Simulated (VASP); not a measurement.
Wanted: the native input for a VASP 6.6.1 run.

```
Task                   : single point
Functional             : PBE
Potentials or basis    : VASP PAW PBE potentials, release 64 (K_sv, I)
Cutoff                 : 520 eV
k mesh                 : 4 × 4 × 4
Occupations            : gaussian, width 0.01 eV
Spin                   : no spin polarisation
Dipole correction      : no
Further INCAR settings : ALGO = Normal; EDIFF = 1e-06; NBANDS = 15
```

The structure of KI lies in POSCAR:

```
KI
1.0
    0.0000000000      3.5444850633      3.5444850633
    3.5444850633      0.0000000000      3.5444850633
    3.5444850633      3.5444850633      0.0000000000
K I
1 1
Direct
    0.0000000000      0.0000000000      0.0000000000
    0.5000000000      0.5000000000      0.5000000000
```

One way to write it, as run:

INCAR

```
SYSTEM = KI
PREC = Accurate
ENCUT = 520
EDIFF = 1E-6
ISMEAR = 0
SIGMA = 0.01
LREAL = .FALSE.
LASPH = .TRUE.
NELM = 100
ALGO = Normal
ISIF = 2
LWAVE = .FALSE.
LCHARG = .TRUE.
GGA = PE
LELF = .TRUE.
LVHAR = .TRUE.
NBANDS = 15
```

KPOINTS

```
regular mesh
0
G
  4 4 4
  0 0 0
```

Potentials or basis: VASP PAW PBE potentials, release 64 (K_sv, I).

Command:

```console
$ cat potpaw_PBE.64/K_sv/POTCAR potpaw_PBE.64/I/POTCAR > POTCAR
$ mpirun -np 1 vasp_std > vasp.out
```

It gave:

```yaml
Pressure: 0.5 GPa
Band_gap_on_the_k_mesh: 3.94 eV
```

Caveat: spin-orbit coupling is left out, which moves the levels of the heavy elements.

Wall time 16 s on 1 thread of Intel(R) Xeon(R) Platinum 8259CL CPU @ 2.50GHz (Skylake/Cascade Lake), with other jobs on the host, peak memory 0.23 GiB.
